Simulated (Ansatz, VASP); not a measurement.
**LiNbO3: VASP beside Ansatz**

The input INCAR:

```
PREC = Accurate
ENCUT = 520
EDIFF = 1E-6
ISMEAR = 0
SIGMA = 0.05
LREAL = F
LASPH = T
NELM = 80
ALGO = Normal
ISIF = 2
LWAVE = F
LCHARG = T
GGA = PE
LELF = T
LVHAR = T
NBANDS = 45
```

Contents of KPOINTS:

```
Automatic mesh
0
Gamma
  6 6 6
```

File POSCAR:

```
LiNbO3
1.0
    2.8131840873      1.6241925901      3.9628386510
   -2.8131840873      1.6241925901      3.9628386510
    0.0000000000     -3.2483851801      3.9628386510
Li Nb O
2 2 6
Direct
    0.2500000000      0.2500000000      0.2500000000
    0.7500000000      0.7500000000      0.7500000000
    0.0000000000      0.0000000000      0.0000000000
    0.5000000000      0.5000000000      0.5000000000
    0.1111894848      0.3888105152      0.7500000000
    0.7500000000      0.1111894848      0.3888105152
    0.3888105152      0.7500000000      0.1111894848
    0.8888105152      0.6111894848      0.2500000000
    0.2500000000      0.8888105152      0.6111894848
    0.6111894848      0.2500000000      0.8888105152
```

Input for Ansatz:

```yaml
crystal:
  lattice:
    - [2.8131840873, 1.6241925901, 3.962838651]
    - [-2.8131840873, 1.6241925901, 3.962838651]
    - [0.0, -3.2483851801, 3.962838651]
  atoms:
    - { symbol: Li, position: [0.25, 0.25, 0.25] }
    - { symbol: Li, position: [0.75, 0.75, 0.75] }
    - { symbol: Nb, position: [0.0, 0.0, 0.0] }
    - { symbol: Nb, position: [0.5, 0.5, 0.5] }
    - { symbol: O, position: [0.1111894848, 0.3888105152, 0.75] }
    - { symbol: O, position: [0.75, 0.1111894848, 0.3888105152] }
    - { symbol: O, position: [0.3888105152, 0.75, 0.1111894848] }
    - { symbol: O, position: [0.8888105152, 0.6111894848, 0.25] }
    - { symbol: O, position: [0.25, 0.8888105152, 0.6111894848] }
    - { symbol: O, position: [0.6111894848, 0.25, 0.8888105152] }
basis:
  ecutwfc: 520.0
kpoints:
  mp_grid: { grid: [6, 6, 6] }
hamiltonian:
  xc: pbe
  pseudopotentials: { kind: paw, azcp: { folder: soft_1 } }
scf:
  occupations: { method: gaussian, width: 0.05 }
output:
  forces: true
  stress: true
  eigenvalues: true
```

Alike in both runs: task single point; functional PBE; k mesh 6 × 6 × 6; occupations gaussian, width 0.05 eV; no spin polarisation.

|  | VASP | Ansatz |
| --- | --- | --- |
| version | VASP 6.6.1 | Ansatz 0.2.0 |
| potentials or method | VASP PAW PBE potentials, release 64 (Li_sv, Nb_sv, O), cutoff 520 eV | scalar-relativistic, plane waves, PAW |
| valence electrons in the cell | 68 | 68 |

|  | VASP | Ansatz | Ansatz less VASP |
| --- | --- | --- | --- |
| gap on the k mesh at the Fermi level (eV) | 1.20 | 1.22 | +0.015 |
| least direct gap on the mesh (eV) | 1.20 | 1.22 | +0.015 |
| rms of the force components (eV/Å) | 0.575 | 0.569 | -0.0054 |

Atom by atom the forces differ by 0.005 eV/Å (rms over components).

Noted on VASP's run: the cutoff is short for stress, so the pressure is rough.
